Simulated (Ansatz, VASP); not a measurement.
## One calculation of Al2O3, two programs

```xyz
10
Lattice="2.3803 1.3742 4.3319 -2.3803 1.3742 4.3319 0.0000 -2.7485 4.3319" Properties=species:S:1:pos:R:3 pbc="T T T"
Al    0.0000    0.0000   11.0743
Al    0.0000    0.0000    8.4191
Al    0.0000    0.0000    1.9213
Al    0.0000    0.0000    4.5765
O    -1.6503   -0.1099    5.4148
O     0.7300    1.4841    5.4148
O     0.9203   -1.3742    5.4148
O     1.6503    0.1099    7.5808
O    -0.7300   -1.4841    7.5808
O    -0.9203    1.3742    7.5808
```

Alike in both runs: functional r2SCAN; k mesh 7 × 7 × 7; occupations fermi-dirac, width 0.05 eV; no spin polarisation.

```csv
,VASP,Ansatz
version,VASP 6.6.1,Ansatz 0.2.0
potentials or method,"VASP PAW PBE potentials, release 64 (Al, O)",Ansatz PAW
plane-wave cutoff (eV),520,500
valence electrons in the cell,48,48
task,single point,band structure
```

|  | VASP | Ansatz | Ansatz less VASP |
| --- | --- | --- | --- |
| gap on the k mesh at the Fermi level (eV) | 7.13 | 7.11 | -0.017 |
| least direct gap on the mesh (eV) | 7.13 | 7.11 | -0.017 |
| pressure (GPa) | -0.7 | -0.2 | +0.50 |
| traceless stress, the component that is largest in VASP (GPa) | -0.09 | -0.03 | +0.059 |
| rms of the force components (eV/Å) | 0.039 | 0.029 | -0.0095 |

VASP's potentials were made for PBE, not for r2SCAN. Atom by atom the forces differ by 0.010 eV/Å (rms over components).
